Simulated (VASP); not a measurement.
# B (Fd-3m) in VASP: notebook, part 2 of 2

VASP 6.6.1. Earlier steps stand in the parts before.

**4. Relaxation of cell and atoms, PBE, target pressure 100 GPa, at which the enthalpy is minimised**

This run uses another cell than the first one, of 5.32 Å³/atom, 0.884 times its volume.

Input file INCAR:

```
SYSTEM = B
PREC = Accurate ; ENCUT = 600
EDIFF = 1E-6 ; ISMEAR = -1
SIGMA = 0.08 ; LREAL = .FALSE.
LASPH = .TRUE. ; NELM = 80
ALGO = Normal ; ISIF = 3
LWAVE = .FALSE. ; LCHARG = .FALSE.
GGA = PE ; IBRION = 2
NSW = 60 ; EDIFFG = -0.005
PSTRESS = 1000.0
```

Input file KPOINTS:

```
regular mesh
0
G
  18 18 18
  0 0 0
```

Input file POSCAR:

```
B
1.0
    0.0000000000      1.7457407646      1.7457407646
    1.7457407646      0.0000000000      1.7457407646
    1.7457407646      1.7457407646      0.0000000000
B
2
Direct
   -0.1250000000     -0.1250000000     -0.1250000000
    0.1250000000      0.1250000000      0.1250000000
```

Potentials or basis: VASP PAW PBE potentials, release 64 (B).

Command:

```console
cat potpaw_PBE.64/B/POTCAR > POTCAR
mpirun -np 1 vasp_std > vasp.out
```

OUTCAR:

```text
SYSTEM = B
   PREC = Accurate
   ENCUT = 600
   EDIFF = 1E-6
   ISMEAR = -1
   LREAL = .FALSE.
   LASPH = .TRUE.
   NELM = 80
   ISIF = 3
   GGA = PE
   IBRION = 2
   NSW = 60
   EDIFFG = -0.005
   PSTRESS = 1000.0

 ion  position               nearest neighbor table
   1  0.875  0.875  0.875-   2 1.51   2 1.51   2 1.51   2 1.51
   2  0.125  0.125  0.125-   1 1.51   1 1.51   1 1.51   1 1.51

  LATTYP: Found a face centered cubic cell.
 ALAT       =     3.4914815292

  Lattice vectors:

 A1 = (   0.0000000000,   1.7457407646,   1.7457407646)
 A2 = (   1.7457407646,   0.0000000000,   1.7457407646)
 A3 = (   1.7457407646,   1.7457407646,   0.0000000000)

Analysis of symmetry for initial positions (statically):
=====================================================================
 Subroutine PRICEL returns:
 Original cell was already a primitive cell.

 Routine SETGRP: Setting up the symmetry group for a
 face centered cubic supercell.

 Subroutine GETGRP returns: Found 48 space group operations
 (whereof 12 operations were pure point group operations)
 out of a pool of 48 trial point group operations.

The static configuration has the point symmetry D_3d.
 The point group associated with its full space group is O_h .

Analysis of symmetry for dynamics (positions and initial velocities):
[... 170 lines left out ...]
  external PRESSURE =     707.4251076 kB  Pullay stress =    1000.0000000 kB
[... 97 lines left out ...]
  energy  without entropy=      -10.4335637361  energy(sigma->0) =      -10.44060566

  enthalpy is  TOTEN    =        -2.8791314934 eV   P V=        7.5685160977

[... ionic steps 4 to 13 ...]

--------------------------------------- Ionic step       14  -------------------------------------------

 number of electron       6.0000000 magnetization

------------------------ aborting loop because EDIFF is reached ----------------------------------------
[... 71 lines left out ...]
--------------------------------------- Ionic step       16  -------------------------------------------

 number of electron       6.0000000 magnetization

 Free energy of the ion-electron system (eV)
  ---------------------------------------------------
  ext. energy  EPLUGINS =         0.00000000
  ---------------------------------------------------
  free energy    TOTEN  =       -10.39588807 eV

  energy without entropy =      -10.38189802  energy(sigma->0) =      -10.38889304

 E-fermi :   6.5527     XC(G=0): -12.5554

 val. band max:        6.5468337370   @ k =   0.2778   0.2778   0.0000
 cond. band min:       6.5679296330   @ k =  -0.2778   0.1667   0.0556
 fundamental gap:      0.0210958960
 Fermi energy:         6.5527150811

 k-point     1 :       0.0000    0.0000    0.0000
  band No.  band energies     occupation
      1      -8.8845      2.00000
      2      11.8007      0.00000
      3      11.8007      0.00000
      4      11.8007      0.00000
      5      16.5271      0.00000
      6      16.5271      0.00000
      7      16.5271      0.00000
[... 221 lines left out ...]
 k-point    24 :      -0.2222    0.0556    0.0000
  band No.  band energies     occupation
      1      -7.3020      2.00000
      2       5.3636      2.00000
      3       9.0188      0.00000
      4      10.3113      0.00000
      5      18.3983      0.00000
      6      19.4297      0.00000
      7      20.8788      0.00000

 [... further k-points ...]
[... 5 lines left out ...]
  --------------------------------------------------------------------------------------
  -------------------------------------------------------------------------------------
  Total        7.5251276      7.5251276      7.5251276      0.0000000     -0.0000000      0.0000000
  in kB     1001.2242958   1001.2242958   1001.2242958      0.0000000     -0.0000000      0.0000000
  external PRESSURE =       1.2242958 kB  Pullay stress =    1000.0000000 kB
[... 21 lines left out ...]
  energy  without entropy=      -10.3818980227  energy(sigma->0) =      -10.38889304

  enthalpy is  TOTEN    =        -2.8799621720 eV   P V=        7.5159258945

 reached required accuracy - stopping structural energy minimisation
```

OSZICAR:

```text
N       E                     dE             d eps       ncg     rms          rms(c)
DAV:   1     0.421158024473E+01    0.42116E+01   -0.35488E+03  2786   0.889E+02
DAV:   2    -0.976316189241E+01   -0.13975E+02   -0.12877E+02  3983   0.117E+02
[... 75 lines left out ...]
DAV:   1    -0.103902165717E+02   -0.28426E-02   -0.18252E-05  3297   0.542E-02    0.292E-03
DAV:   2    -0.103902162911E+02    0.28059E-06   -0.11681E-07  1575   0.342E-03
  15 F= -.28799465E+01 E0= -.28729567E+01  d E =-.356071E-04
       N       E                     dE             d eps       ncg     rms          rms(c)
DAV:   1    -0.103958889370E+02   -0.56724E-02   -0.72957E-05  3367   0.108E-01    0.584E-03
DAV:   2    -0.103958880666E+02    0.87044E-06   -0.47014E-07  2856   0.682E-03
  16 F= -.28799622E+01 E0= -.28729672E+01  d E =-.512582E-04
```

CONTCAR:

```text
B
   1.00000000000000
    -0.0000000000000000    1.8192303473049718    1.8192303473049718
     1.8192303473049718   -0.0000000000000000    1.8192303473049718
     1.8192303473049718    1.8192303473049718    0.0000000000000000
  B
     2
Direct
     0.8750000000000000    0.8750000000000000    0.8750000000000000
     0.1250000000000000    0.1250000000000000    0.1250000000000000

  0.00000000E+00  0.00000000E+00  0.00000000E+00
  0.00000000E+00  0.00000000E+00  0.00000000E+00
```

It took 36 s on 1 thread of Intel Xeon Platinum 8488C (Sapphire Rapids), shared host; peak memory 0.12 GiB.

Results:

```yaml
Free_energy: -10.3959 eV
Relaxed_volume: 6.02 Å³/atom
Relaxed_cell: a = 2.573 Å, b = 2.573 Å, c = 2.573 Å, α = 60.00°, β = 60.00°, γ = 60.00°
Space_group_after_relaxing_to_0.05_Å: Fd-3m (No. 227)
Energy_change_on_relaxing_the_enthalpy_is_what_falls: -580.4 meV/atom
Ionic_steps: 16
Pressure_after_relaxing: 100.1 GPa
Band_gap_on_the_k_mesh: zero (band 3 reaches 11.80 eV, above the bottom of band 4 at 2.18 eV)
```

Step by step:
| step | energy change (eV) | largest force (eV/Å) | pressure (GPa) | volume (Å³) |
| --- | --- | --- | --- | --- |
| 1 | 0.0000 | 0.0000 | 170.74 | 10.64 |
| 2 | -2.1348 | 0.0000 | 27.45 | 14.68 |
| 3 | -1.2125 | 0.0000 | 96.78 | 12.13 |
| 4 | -1.1657 | 0.0000 | 99.78 | 12.05 |
| 5 | -1.1473 | 0.0000 | 100.96 | 12.02 |
| 6 | -1.1478 | 0.0000 | 100.92 | 12.02 |
| 7 | -1.1494 | 0.0000 | 100.83 | 12.02 |
| 8 | -1.1494 | 0.0000 | 100.82 | 12.02 |
| 9 | -1.1495 | 0.0000 | 100.82 | 12.02 |
| 10 | -1.1496 | 0.0000 | 100.81 | 12.02 |
| 11 | -1.1497 | 0.0000 | 100.80 | 12.02 |
| 12 | -1.1501 | 0.0000 | 100.78 | 12.02 |
| 13 | -1.1508 | 0.0000 | 100.74 | 12.03 |
| 14 | -1.1522 | 0.0000 | 100.65 | 12.03 |
| 15 | -1.1551 | 0.0000 | 100.47 | 12.03 |
| 16 | -1.1608 | 0.0000 | 100.12 | 12.04 |

Final structure:
```cif
data_structure
_symmetry_space_group_name_H-M 'P 1'
_symmetry_Int_Tables_number 1
_cell_length_a 2.5728
_cell_length_b 2.5728
_cell_length_c 2.5728
_cell_angle_alpha 60.000
_cell_angle_beta 60.000
_cell_angle_gamma 60.000
_cell_volume 12.04
loop_
_atom_site_label
_atom_site_type_symbol
_atom_site_fract_x
_atom_site_fract_y
_atom_site_fract_z
_atom_site_occupancy
B1 B 0.87500 0.87500 0.87500 1
B2 B 0.12500 0.12500 0.12500 1
```

Caveat: the cell is relaxed towards a set pressure, so the enthalpy falls and the energy may rise.

**5. Relaxation of cell and atoms, PBE, target pressure 100 GPa, at which the enthalpy is minimised**

Input file INCAR:

```
SYSTEM = B
PREC = Accurate ; ENCUT = 600
EDIFF = 1E-6 ; ISMEAR = -1
SIGMA = 0.08 ; LREAL = .FALSE.
LASPH = .TRUE. ; NELM = 60
ALGO = Normal ; ISIF = 3
LWAVE = .FALSE. ; LCHARG = .FALSE.
GGA = PE ; IBRION = 2
NSW = 32 ; EDIFFG = -0.005
PSTRESS = 1000.0
```

KPOINTS is that of step 4.

Input file POSCAR:

```
B
1.0
    0.0000000000      1.8190932203      1.8190932203
    1.8190932203      0.0000000000      1.8190932203
    1.8190932203      1.8190932203      0.0000000000
B
2
Direct
   -0.1250000000     -0.1250000000     -0.1250000000
    0.1250000000      0.1250000000      0.1250000000
```

Command:

```console
cat potpaw_PBE.64/B/POTCAR > POTCAR
mpirun -np 1 vasp_std > vasp.out
```

Run time: 14 s. Hardware: 1 thread of Intel Xeon Platinum 8488C (Sapphire Rapids), shared host; peak memory 0.14 GiB.

Results (log left out):

| Item | Value |
| --- | --- |
| Free energy | -10.3996 eV |
| Relaxed volume | 6.02 Å³/atom |
| Relaxed cell | a = 2.573 Å, b = 2.573 Å, c = 2.573 Å, α = 60.00°, β = 60.00°, γ = 60.00° |
| Space group after relaxing (to 0.05 Å) | Fd-3m (No. 227) |
| Energy change on relaxing (the enthalpy is what falls) | -1.6 meV/atom |
| Ionic steps | 3 |
| Pressure after relaxing | 100.0 GPa |
| Band gap on the k mesh | zero (band 3 reaches 11.80 eV, above the bottom of band 4 at 2.18 eV) |

The path:
```tsv
step	energy change (eV)	largest force (eV/Å)	pressure (GPa)	volume (Å³)
1	0.0000	0.0000	100.20	12.04
2	-0.0082	0.0000	99.68	12.05
3	-0.0031	0.0000	99.98	12.04
```

Final structure:
```
B
1.0
     0.00000    1.81935    1.81935
     1.81935    0.00000    1.81935
     1.81935    1.81935    0.00000
B
2
Direct
  0.87500 0.87500 0.87500
  0.12500 0.12500 0.12500
```

Levels at points of the mesh, in eV from the Fermi level:
```csv
k point,band 1,band 2,band 3,band 4,band 5,band 6,band 7
"(0.00, 0.00, 0.00)",-15.44,5.25,5.25,5.25,9.97,9.97,9.97
"(0.50, 0.00, 0.00)",-9.14,-8.88,2.17,2.17,12.23,12.23,16.66
"(0.50, 0.50, 0.00)",-6.90,-6.90,-1.85,-1.85,8.82,8.82,23.71
```

Caveat: the cell is relaxed towards a set pressure, so the enthalpy falls and the energy may rise.

**6. Overview**

| task | cell | cutoff (eV) | gap on the mesh (eV) | pressure (GPa) |
| --- | --- | --- | --- | --- |
| single point | a = 2.573 Å, angles 60.0°, 2 atoms | 520 | none | 100.2 |
| single point | a = 2.572 Å, angles 60.0°, 2 atoms | 520 | none | 100.4 |
| relaxation of cell and atoms | relaxed to 100 GPa from a = 2.469 Å, angles 60.0°, 2 atoms | 600 | none | 100.1 |
| relaxation of cell and atoms | relaxed to 100 GPa from a = 2.573 Å, angles 60.0°, 2 atoms | 600 | none | 100.0 |

Alike in all rows: level PBE; potentials or basis VASP PAW PBE potentials, release 64 (B); no spin polarisation; k mesh 18 × 18 × 18; smearing fermi-dirac 0.08 eV.

Caveats: the cell is relaxed towards a set pressure, so the enthalpy falls and the energy may rise (some runs).

Total energies depend on the potentials used, so only differences within one code and one set of settings carry meaning.
